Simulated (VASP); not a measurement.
Set up this calculation in VASP 6.6.1, as the native input.

| Quantity | Value |
| --- | --- |
| Task | single point |
| Functional | LDA |
| Potentials or basis | VASP PAW LDA potentials, release 64 (Pd) |
| Cutoff | 520 eV |
| k mesh | 11 × 11 × 6 |
| Occupations | fermi-dirac, width 0.05 eV |
| Spin | no spin polarisation |
| Dipole correction | no |
| Further INCAR settings | ALGO = Fast; EDIFF = 1e-06; NBANDS = 17 |

The structure of Pd lies in POSCAR:

```
Pd
1.0
    2.8202964182      0.0000000000      0.0000000000
   -1.4101482091      2.4424483444      0.0000000000
    0.0000000000      0.0000000000      4.6898064722
Pd
2
Direct
    0.3333333333      0.6666666667      0.2500000000
    0.6666666667      0.3333333333      0.7500000000
```

This cell differs from its parent crystal: volume scaled by 1.04.

The input as run:

INCAR

```
PREC = Accurate ; ENCUT = 520
EDIFF = 1E-6 ; ISMEAR = -1
SIGMA = 0.05 ; LREAL = False
LASPH = True ; NELM = 80
ALGO = Fast ; ISIF = 2
LWAVE = False ; LCHARG = False
NBANDS = 17
```

KPOINTS

```
regular mesh
0
Gamma
  11 11 6
```

Potentials or basis: VASP PAW LDA potentials, release 64 (Pd).

The run is started by

```bash
$ cat potpaw_LDA.64/Pd/POTCAR > POTCAR
$ mpirun -np 1 vasp_std > vasp.out
```

Results of the run:

```
Pressure               : -20.0 GPa
Band gap on the k mesh : zero (band 10 reaches 8.24 eV, above the bottom of band 11 at 7.50 eV)
```

It took 55 s on 1 thread of Intel Xeon 8259CL, with other jobs on the host, peak memory 0.16 GiB.
